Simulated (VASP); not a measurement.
Runs of VASP 6.6.1 on In. The structure is that of space group I4/mmm (No. 139), or close to it. The cells are those of the table. 

```csv
cell,further INCAR settings,gap on the mesh (eV),pressure (GPa)
"a = 3.220 Å, angles 124.9, 124.9, 81.7°, 1 atom",ALGO = Fast; EDIFF = 1e-06; NBANDS = 12,none,10.2
"a = 3.252 Å, angles 126.3, 126.3, 79.5°, 1 atom",ALGO = Fast; EDIFF = 1e-06; NBANDS = 12,none,(a)
"a = 3.190 Å, angles 123.5, 123.5, 84.0°, 1 atom",ALGO = Fast; EDIFF = 1e-06; NBANDS = 12,none,10.0
"a = 3.287 Å, angles 127.6, 127.6, 77.2°, 1 atom",ALGO = Fast; EDIFF = 1e-07; NBANDS = 12,none,9.7
```

Alike in all rows: task single point; level LDA; potentials or basis VASP PAW LDA potentials, release 64 (In_d); no spin polarisation; k mesh 22 × 22 × 22; cutoff (eV) 520; smearing gaussian 0.15 eV.

Question: Estimate the missing entries.

Answer: (a) 10.3.

Caveats: the cell stands under pressure; spin-orbit coupling is left out, which moves the levels of the heavy elements.

A k mesh can miss the band edges, and the runs leave out spin-orbit coupling on In.

A gap of «none» marks levels without a gap at the run's occupations.
